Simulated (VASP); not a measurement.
InSe2: single point with PBE

The system is InSe2.

```
CELL_PARAMETERS angstrom
3.88711 0.00000 0.00000
0.00000 3.88711 0.00000
0.00000 0.00000 9.73169
ATOMIC_POSITIONS crystal
In 0.00000 0.50000 0.70359
In 0.50000 0.00000 0.29641
Se 0.00000 0.50000 0.36578
Se 0.50000 0.00000 0.63422
Se 0.00000 0.00000 0.00000
Se 0.50000 0.50000 0.00000
```

```json
{
  "Program": "VASP 6.6.1",
  "Task": "single point",
  "Functional": "PBE",
  "Potentials or basis": "VASP PAW PBE potentials, release 64 (In_d, Se)",
  "Cutoff": "520 eV",
  "k mesh": "12 × 12 × 6",
  "Occupations": "gaussian, width 0.15 eV",
  "Spin": "no spin polarisation"
}
```

```json
{
  "Pressure": "0.0 GPa",
  "Largest force": "0.018 eV/Å",
  "Band gap on the k mesh": "zero (band 25 reaches 5.68 eV, above the bottom of band 26 at 3.58 eV)"
}
```

Forces on the atoms (eV/Å):
```
In   0.000  0.000  0.001
In   0.000  0.000 -0.001
Se   0.000  0.000 -0.018
Se   0.000  0.000  0.018
Se   0.000  0.000  0.000
Se   0.000  0.000  0.000
```

Stress tensor (GPa, compression positive):
```
-0.10  0.00  0.00
 0.00 -0.10  0.00
 0.00  0.00  0.06
```

Levels at points of the mesh, in eV from the Fermi level:
```csv
k point,band 22,band 23,band 24,band 25,band 26,band 27,band 28,band 29
"(0.00, 0.00, 0.00)",-1.93,-1.68,-1.68,0.35,0.60,2.99,2.99,3.40
"(0.50, 0.00, 0.00)",-1.73,-1.19,-1.19,-0.89,-0.89,1.78,1.78,3.15
"(0.50, 0.50, 0.00)",-3.48,-1.44,-1.44,-1.01,-1.01,2.82,2.82,4.06
"(0.00, 0.00, 0.50)",-1.62,-1.62,-1.17,0.35,0.62,2.14,2.99,2.99
"(0.50, 0.00, 0.50)",-1.48,-0.93,-0.93,-0.90,-0.90,1.25,1.25,3.50
"(0.50, 0.50, 0.50)",-3.34,-1.64,-1.64,-1.34,-1.34,3.57,3.57,4.62
```

Wall time 5.6 min on 1 thread of Intel(R) Xeon(R) Platinum 8488C (Sapphire Rapids), with other jobs on the host, peak memory 0.55 GiB.

Caveat: spin-orbit coupling is left out, which moves the levels of the heavy elements.
